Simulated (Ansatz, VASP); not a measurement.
**Mg3SiO: VASP beside Ansatz**

```
CELL_PARAMETERS angstrom
4.18363 0.00000 0.00000
0.00000 4.18363 0.00000
0.00000 0.00000 4.18363
ATOMIC_POSITIONS crystal
Si 0.00000 0.00000 0.00000
O 0.50000 0.50000 0.50000
Mg 0.50000 0.50000 0.00000
Mg 0.50000 0.00000 0.50000
Mg 0.00000 0.50000 0.50000
```

Alike in both runs: task single point; functional LDA; k mesh 6 × 6 × 6; occupations fermi-dirac, width 0.02 eV; no spin polarisation.

```csv
,VASP,Ansatz
version,VASP 6.6.1,Ansatz 0.2.0
potentials or method,"VASP PAW LDA potentials, release 64 (Si, O, Mg)","plane waves, PAW"
plane-wave cutoff (eV),520,420
valence electrons in the cell,16,40
```

Ansatz gave:

- pressure (GPa): -2.8

Q: Estimate VASP's values.

A: Pressure (GPa): -3.5.

LDA's correlation is that of Perdew and Zunger in VASP and of Perdew and Wang (1992) in Ansatz. VASP's potentials hold 16 valence electrons a cell and Ansatz's 40, so a difference there can come from the potentials and not from the codes.
